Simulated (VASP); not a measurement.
# Cu2BO4 (Fd-3m) in VASP: single point with PBE+U

Aim: the single point of Cu2BO4 with PBE+U.

Everything below comes from runs of VASP 6.6.1. Logs are shortened: lines on timing, memory, paths and dates and some standing lists are left out, and cuts for length are marked.

## (1) The cell of the first run

The structure is cubic, space group Fd-3m (No. 227). The conventional cell has a = 7.842 Å, b = 7.842 Å, c = 7.842 Å, α = 90.00°, β = 90.00°, γ = 90.00°. Cu (site symmetry -3m) has 6 O at 2.08 Å and 6 Cu at 2.77 Å within 2.8 Å. Within 2.0 Å of B (site symmetry -43m) lie 4 O at 1.51 Å. O (site symmetry 3m) has 1 B at 1.51 Å and 3 Cu at 2.08 Å within 2.1 Å.

## (2) Single point, PBE+U, collinear spin

INCAR reads:

```
PREC     = Accurate       # precision mode
ENCUT    = 820            # plane-wave cutoff, eV
EDIFF    = 1E-6           # SCF threshold, eV
ISMEAR   = -1             # smearing method
SIGMA    = 0.1            # smearing width, eV
LREAL    = F              # projectors in reciprocal space
LASPH    = T              # aspherical terms in the spheres
NELM     = 200            # most SCF steps
ALGO     = Normal         # electronic algorithm
ISIF     = 2              # what is computed and relaxed
LWAVE    = F              # write WAVECAR
LCHARG   = F              # write CHGCAR
ISPIN    = 2              # spin polarisation
MAGMOM   = 1 1 1 1 0 0 0 0 0 0 0 0 0 0 # initial moments
LORBIT   = 11             # projections on sites
LMAXMIX  = 4              # l up to which the mixer works
LDAU     = T              # DFT+U
LDAUTYPE = 2            
LDAUL    = 2 -1 -1        # shell
LDAUU    = 3.92 0 0       # U, eV
LDAUJ    = 0 0 0        
LDAUPRINT= 1            
GGA      = PE             # functional
NBANDS   = 82             # bands
GGA_COMPAT= F
```

KPOINTS reads:

```
regular mesh
0
Gamma
  5 5 5
```

POSCAR reads:

```
Cu2BO4
1.0
    0.0000000000      3.9209425921      3.9209425921
    3.9209425921      0.0000000000      3.9209425921
    3.9209425921      3.9209425921      0.0000000000
Cu B O
4 2 8
Direct
    0.6250000000      0.6250000000      0.6250000000
    0.1250000000      0.6250000000      0.6250000000
    0.6250000000      0.6250000000      0.1250000000
    0.6250000000      0.1250000000      0.6250000000
    0.0000000000      0.0000000000      0.0000000000
    0.2500000000      0.2500000000      0.2500000000
    0.3610052842      0.3610052842      0.3610052842
    0.3330158526      0.8889947158      0.8889947158
    0.3610052842      0.3610052842      0.9169841474
    0.8889947158      0.3330158526      0.8889947158
    0.9169841474      0.3610052842      0.3610052842
    0.8889947158      0.8889947158      0.8889947158
    0.3610052842      0.9169841474      0.3610052842
    0.8889947158      0.8889947158      0.3330158526
```

Potentials or basis: VASP PAW PBE potentials, release 64 (Cu_sv_GW, B, O).

The run is started by

```
> cat potpaw_PBE.64/Cu_sv_GW/POTCAR potpaw_PBE.64/B/POTCAR potpaw_PBE.64/O/POTCAR > POTCAR
> mpirun -np 1 vasp_std > vasp.out
```

OUTCAR:

```text
PREC = Accurate
   ENCUT = 820
   EDIFF = 1E-6
   ISMEAR = -1
   LREAL = F
   LASPH = T
   NELM = 200
   ISIF = 2
   ISPIN = 2
   LORBIT = 11
   GGA = PE

 ion  position               nearest neighbor table
   1  0.625  0.625  0.625-   8 2.08   9 2.08  10 2.08  11 2.08  13 2.08  14 2.08
   2  0.125  0.625  0.625-   9 2.08  10 2.08  13 2.08  14 2.08   7 2.08  12 2.08
   3  0.625  0.625  0.125-   8 2.08  10 2.08  11 2.08  13 2.08  12 2.08   7 2.08
   4  0.625  0.125  0.625-   8 2.08   9 2.08  11 2.08  14 2.08  12 2.08   7 2.08
   5  0.000  0.000  0.000-  12 1.51  10 1.51   8 1.51  14 1.51
   6  0.250  0.250  0.250-   7 1.51   9 1.51  11 1.51  13 1.51
   7  0.361  0.361  0.361-   6 1.51   3 2.08   4 2.08   2 2.08
   8  0.333  0.889  0.889-   5 1.51   4 2.08   3 2.08   1 2.08
   9  0.361  0.361  0.917-   6 1.51   4 2.08   2 2.08   1 2.08
  10  0.889  0.333  0.889-   5 1.51   3 2.08   2 2.08   1 2.08
  11  0.917  0.361  0.361-   6 1.51   4 2.08   3 2.08   1 2.08
  12  0.889  0.889  0.889-   5 1.51   3 2.08   4 2.08   2 2.08
  13  0.361  0.917  0.361-   6 1.51   3 2.08   2 2.08   1 2.08
  14  0.889  0.889  0.333-   5 1.51   4 2.08   2 2.08   1 2.08

  LATTYP: Found a face centered cubic cell.
 ALAT       =     7.8418851842

  Lattice vectors:

 A1 = (   0.0000000000,   3.9209425921,   3.9209425921)
 A2 = (   3.9209425921,   0.0000000000,   3.9209425921)
 A3 = (   3.9209425921,   3.9209425921,   0.0000000000)

Analysis of symmetry for initial positions (statically):
=====================================================================
 Subroutine PRICEL returns:
 Original cell was already a primitive cell.

 Routine SETGRP: Setting up the symmetry group for a
 face centered cubic supercell.

 Subroutine GETGRP returns: Found 48 space group operations
 (whereof 24 operations were pure point group operations)
 out of a pool of 48 trial point group operations.

The static configuration has the point symmetry T_d .
 The point group associated with its full space group is O_h .

Analysis of symmetry for dynamics (positions and initial velocities):
=====================================================================
 Subroutine PRICEL returns:
 Original cell was already a primitive cell.

 Routine SETGRP: Setting up the symmetry group for a
 face centered cubic supercell.

 Subroutine GETGRP returns: Found 48 space group operations
 (whereof 24 operations were pure point group operations)
 out of a pool of 48 trial point group operations.

The dynamic configuration has the point symmetry T_d .
 The point group associated with its full space group is O_h .

Analysis of structural, dynamic, and magnetic symmetry:
=====================================================================
 Subroutine PRICEL returns:
 Original cell was already a primitive cell.

 Routine SETGRP: Setting up the symmetry group for a
 face centered cubic supercell.

 Subroutine GETGRP returns: Found 48 space group operations
 (whereof 24 operations were pure point group operations)
 out of a pool of 48 trial point group operations.

The overall configuration has the point symmetry T_d .
 The point group associated with its full space group is O_h .

 Subroutine INISYM returns: Found 48 space group operations
 (whereof 24 operations are pure point group operations),
 and found     1 'primitive' translations

----------------------------------------------------------------------------------------

                                     Primitive cell

  volume of cell :     120.5595

[... 260 lines left out ...]
  o =  0.6190  v =  0.0000  0.0000  0.0000  0.0000  0.0000  0.1339 -0.0677 -0.9864  0.0661  0.0068      0.0000  0.0000  0.0000  0.0000  0.0000  0.0000  0.0000  0.0000  0.0000  0.0000
  o =  0.6190  v =  0.0000  0.0000  0.0000  0.0000  0.0000 -0.0009 -0.1155  0.0068 -0.1164  0.9864      0.0000  0.0000  0.0000  0.0000  0.0000  0.0000  0.0000  0.0000  0.0000  0.0000
  o =  0.9375  v =  0.0000  0.0000  0.0000  0.0000  0.0000  0.5774  0.5774 -0.0000 -0.5774  0.0000      0.0000  0.0000  0.0000  0.0000  0.0000  0.0000  0.0000  0.0000  0.0000  0.0000
  o =  0.9429  v = -0.5774 -0.5774 -0.0000  0.5774 -0.0000  0.0000  0.0000  0.0000  0.0000  0.0000      0.0000  0.0000  0.0000  0.0000  0.0000  0.0000  0.0000  0.0000  0.0000  0.0000
  o =  0.9458  v =  0.0000  0.0000  0.0000  0.0000  0.0000  0.1839 -0.7711  0.0374 -0.5871 -0.1596      0.0000  0.0000  0.0000  0.0000  0.0000  0.0000  0.0000  0.0000  0.0000  0.0000
  o =  0.9458  v =  0.0000  0.0000  0.0000  0.0000  0.0000 -0.7842  0.2328 -0.1596 -0.5514 -0.0374      0.0000  0.0000  0.0000  0.0000  0.0000  0.0000  0.0000  0.0000  0.0000  0.0000
  o =  0.9525  v =  0.0000 -0.6981 -0.0000 -0.6981 -0.1591  0.0000  0.0000  0.0000  0.0000  0.0000      0.0000  0.0000  0.0000  0.0000  0.0000  0.0000  0.0000  0.0000  0.0000  0.0000
  o =  0.9525  v = -0.8061  0.4030 -0.1591 -0.4030  0.0000  0.0000  0.0000  0.0000  0.0000  0.0000      0.0000  0.0000  0.0000  0.0000  0.0000  0.0000  0.0000  0.0000  0.0000  0.0000
  o =  0.9804  v =  0.0000  0.1125 -0.0000  0.1125 -0.9873  0.0000  0.0000  0.0000  0.0000  0.0000      0.0000  0.0000  0.0000  0.0000  0.0000  0.0000  0.0000  0.0000  0.0000  0.0000
  o =  0.9804  v =  0.1299 -0.0650 -0.9873  0.0650  0.0000  0.0000  0.0000  0.0000  0.0000  0.0000      0.0000  0.0000  0.0000  0.0000  0.0000  0.0000  0.0000  0.0000  0.0000  0.0000

 number of electron     129.9999999 magnetization       5.9843746

 Free energy of the ion-electron system (eV)
  ---------------------------------------------------
  ext. energy  EPLUGINS =         0.00000000
  ---------------------------------------------------
  free energy    TOTEN  =       -74.96884174 eV

  energy without entropy =      -74.80684507  energy(sigma->0) =      -74.88784341

 E-fermi :   4.9304     XC(G=0): -12.2865

 val. band max:        4.8888629825   @ k =  -0.4000   0.2000   0.0000
 cond. band min:       4.9305210688   @ k =   0.4000   0.2000   0.0000
 fundamental gap:      0.0416580863
 Fermi energy:         4.9303534096

 spin component 1

 k-point     1 :       0.0000    0.0000    0.0000
  band No.  band energies     occupation
      1    -107.7092      1.00000
      2    -107.7065      1.00000
      3    -107.7065      1.00000
      4    -107.7065      1.00000
      5     -65.1408      1.00000
      6     -65.1408      1.00000
[... 789 lines left out ...]
     76      15.7795      0.00000
     77      16.0050      0.00000
 Fermi energy:         4.9303534096

 spin component 2

 k-point     1 :       0.0000    0.0000    0.0000
  band No.  band energies     occupation
      1    -106.7466      1.00000
      2    -106.7436      1.00000
      3    -106.7436      1.00000
      4    -106.7436      1.00000
      5     -64.1985      1.00000
      6     -64.1704      1.00000
[... 789 lines left out ...]
     76      15.9994      0.00000
     77      16.1886      0.00000
 [bands above 77 left out]

------------------------ aborting loop because EDIFF is reached ----------------------------------------

  FORCE on cell =-STRESS in cart. coord.  units (eV):
  Direction    XX          YY          ZZ          XY          YZ          ZX
  --------------------------------------------------------------------------------------
  -------------------------------------------------------------------------------------
  Total       -2.1174959     -2.1174959     -2.1174959      0.0000000     -0.0000000      0.0000000
  in kB      -28.1404934    -28.1404934    -28.1404934      0.0000000     -0.0000000      0.0000000
  external PRESSURE =     -28.1404934 kB  Pullay stress =       0.0000000 kB

 VOLUME and BASIS-vectors are now :
 -----------------------------------------------------------------------------
  energy-cutoff  :      820.00
  volume of cell :      120.56
      direct lattice vectors                 reciprocal lattice vectors
     0.000000000  3.920942592  3.920942592    -0.127520357  0.127520357  0.127520357
     3.920942592  0.000000000  3.920942592     0.127520357 -0.127520357  0.127520357
     3.920942592  3.920942592  0.000000000     0.127520357  0.127520357 -0.127520357

 POSITION                                       TOTAL-FORCE (eV/Angst)
 -----------------------------------------------------------------------------------
      4.90118      4.90118      4.90118        -0.000000      0.000000     -0.000000
      4.90118      2.94071      2.94071        -0.000000     -0.000000     -0.000000
      2.94071      2.94071      4.90118        -0.000000      0.000000     -0.000000
      2.94071      4.90118      2.94071        -0.000000     -0.000000     -0.000000
      0.00000      0.00000      0.00000        -0.000000      0.000000     -0.000000
      1.96047      1.96047      1.96047        -0.000000     -0.000000     -0.000000
      2.83096      2.83096      2.83096         0.287207      0.287207      0.287207
      6.97139      4.79143      4.79143        -0.287207      0.287207      0.287207
      5.01092      5.01092      2.83096        -0.287207     -0.287207      0.287207
      4.79143      6.97139      4.79143         0.287207     -0.287207      0.287207
      2.83096      5.01092      5.01092         0.287207     -0.287207     -0.287207
      6.97139      6.97139      6.97139        -0.287207     -0.287207     -0.287207
      5.01092      2.83096      5.01092        -0.287207      0.287207     -0.287207
      4.79143      4.79143      6.97139         0.287207      0.287207     -0.287207
 -----------------------------------------------------------------------------------
    total drift:                               -0.000000     -0.000000      0.000000

  FREE ENERGIE OF THE ION-ELECTRON SYSTEM (eV)
  ---------------------------------------------------
  free  energy   TOTEN  =       -74.9688417415 eV

  energy  without entropy=      -74.8068450715  energy(sigma->0) =      -74.88784341

 total charge

# of ion       s       p       d       f       tot
--------------------------------------------------
    1        2.203   6.350   8.851   0.011  17.414
    2        2.203   6.350   8.851   0.011  17.414
    3        2.203   6.350   8.851   0.011  17.414
    4        2.203   6.350   8.851   0.011  17.414
    5        0.631   1.227   0.000   0.000   1.859
    6        0.631   1.227   0.000   0.000   1.859
    7        1.555   3.472   0.000   0.000   5.028
    8        1.555   3.472   0.000   0.000   5.028
    9        1.555   3.472   0.000   0.000   5.028
   10        1.555   3.472   0.000   0.000   5.028
   11        1.555   3.472   0.000   0.000   5.028
   12        1.555   3.472   0.000   0.000   5.028
   13        1.555   3.472   0.000   0.000   5.028
   14        1.555   3.472   0.000   0.000   5.028
--------------------------------------------------
tot         22.516  55.633  35.402   0.044 113.596

 magnetization (x)

# of ion       s       p       d       f       tot
--------------------------------------------------
    1       -0.006  -0.008   0.742   0.000   0.728
    2       -0.006  -0.008   0.742   0.000   0.728
    3       -0.006  -0.008   0.742   0.000   0.728
    4       -0.006  -0.008   0.742   0.000   0.728
    5       -0.004  -0.002   0.000   0.000  -0.006
    6       -0.004  -0.002   0.000   0.000  -0.006
    7        0.011   0.340   0.000   0.000   0.351
    8        0.011   0.340   0.000   0.000   0.351
    9        0.011   0.340   0.000   0.000   0.351
   10        0.011   0.340   0.000   0.000   0.351
   11        0.011   0.340   0.000   0.000   0.351
   12        0.011   0.340   0.000   0.000   0.351
   13        0.011   0.340   0.000   0.000   0.351
   14        0.011   0.340   0.000   0.000   0.351
--------------------------------------------------
tot          0.054   2.687   2.967   0.001   5.709
```

Run time: 9.3 min. Hardware: 1 thread of Intel Xeon 6975P-C (Granite Rapids), shared host; peak memory 0.68 GiB.

What came out:

```yaml
Free_energy: -74.9688 eV
Pressure: -2.8 GPa
Largest_force: 0.497 eV/Å
Band_gap_on_the_k_mesh: zero (filled and empty bands overlap)
Net_moment: 5.98 μB per cell
Site_moments: Cu +0.73; B -0.01; O +0.35 μB
Valence_electrons_inside_the_program's_atomic_spheres: Cu 17.41; B 1.86; O 5.03
```

Forces in eV/Å, atoms in the order of the input:
```
Cu   0.000  0.000  0.000
Cu   0.000  0.000  0.000
Cu   0.000  0.000  0.000
Cu   0.000  0.000  0.000
B    0.000  0.000  0.000
B    0.000  0.000  0.000
O    0.287  0.287  0.287
O   -0.287  0.287  0.287
O   -0.287 -0.287  0.287
O    0.287 -0.287  0.287
O    0.287 -0.287 -0.287
O   -0.287 -0.287 -0.287
O   -0.287  0.287 -0.287
O    0.287  0.287 -0.287
```

Eigenvalues of the final occupation matrices:
```
    site  spin  trace               eigenvalues
site 1 d     1   4.81  0.94 0.95 0.95 0.98 0.98
site 1 d     2   4.07  0.62 0.62 0.94 0.95 0.95
site 2 d     1   4.81  0.94 0.95 0.95 0.98 0.98
site 2 d     2   4.07  0.62 0.62 0.94 0.95 0.95
site 3 d     1   4.81  0.94 0.95 0.95 0.98 0.98
site 3 d     2   4.07  0.62 0.62 0.94 0.95 0.95
site 4 d     1   4.81  0.94 0.95 0.95 0.98 0.98
site 4 d     2   4.07  0.62 0.62 0.94 0.95 0.95
```

The gap in the log of VASP goes by the Fermi energy; the results here count the filled bands.